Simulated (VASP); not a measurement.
Write the native input for VASP 6.6.1 that does the following.

```
Task                   : relaxation of the atoms
Functional             : PBE
Potentials or basis    : VASP PAW PBE potentials, release 64 (Al, Sc_sv, N)
Cutoff                 : 520 eV
k mesh                 : 4 × 4 × 5
Occupations            : gaussian, width 0.01 eV
Spin                   : no spin polarisation
Dipole correction      : no
Further INCAR settings : LREAL = Auto; ALGO = Normal; EDIFF = 1e-06; IBRION = 2; EDIFFG = -0.004; NSW = 80
```

The structure of ScAl7N8 lies in POSCAR:

```
ScAl7N8
1.0
    6.4025380801      0.0000000000      0.0000000000
   -3.2012690400      5.5447606261      0.0000000000
    0.0000000000      0.0000000000      5.0492676790
Al Sc N
7 1 8
Direct
    0.3364810355      0.1635189645      0.5014529738
    0.1680752110      0.8340376055     -0.0012457333
    0.3364810355      0.6729620710      0.5014529738
    0.6659623945      0.3319247890     -0.0012457333
    0.8270379290      0.1635189645      0.5014529738
    0.6659623945      0.8340376055     -0.0012457333
    0.8333333333      0.6666666667      0.4979836146
    0.1666666667      0.3333333333     -0.0079584274
    0.1666666667      0.3333333333      0.4147266961
    0.3439297908      0.1560702092      0.8769183141
    0.1653546555      0.8326773278      0.3795474317
    0.3439297908      0.6878595817      0.8769183141
    0.6673226722      0.3346453445      0.3795474317
    0.8121404183      0.1560702092      0.8769183141
    0.6673226722      0.8326773278      0.3795474317
    0.8333333333      0.6666666667      0.8812291576
```

One way to write it, as run:

INCAR

```
SYSTEM = ScAl7N8
PREC = Accurate
ENCUT = 520
EDIFF = 1E-6
ISMEAR = 0
SIGMA = 0.01
LREAL = Auto
LASPH = .TRUE.
NELM = 80
ALGO = Normal
ISIF = 2
LWAVE = .FALSE.
LCHARG = .FALSE.
GGA = PE
IBRION = 2
NSW = 80
EDIFFG = -0.004
```

KPOINTS

```
Automatic mesh
0
G
  4 4 5
  0 0 0
```

Potentials or basis: VASP PAW PBE potentials, release 64 (Al, Sc_sv, N).

Launch:

```console
$ cat potpaw_PBE.64/Al/POTCAR potpaw_PBE.64/Sc_sv/POTCAR potpaw_PBE.64/N/POTCAR > POTCAR
$ mpirun -np 1 vasp_std > vasp.out
```

Results of the run:

```json
{"Energy gained by relaxing": "0.1 meV/atom", "Ionic steps": "6", "Pressure after relaxing": "-2.0 GPa", "Band gap on the k mesh": "3.77 eV"}
```

Caveat: an odd mesh through Γ misses points on the zone boundary, where band edges can lie.

Wall time 9.8 min on 1 thread of Oxide Virtual Turin-like Processor, with other jobs on the host, peak memory 0.31 GiB.
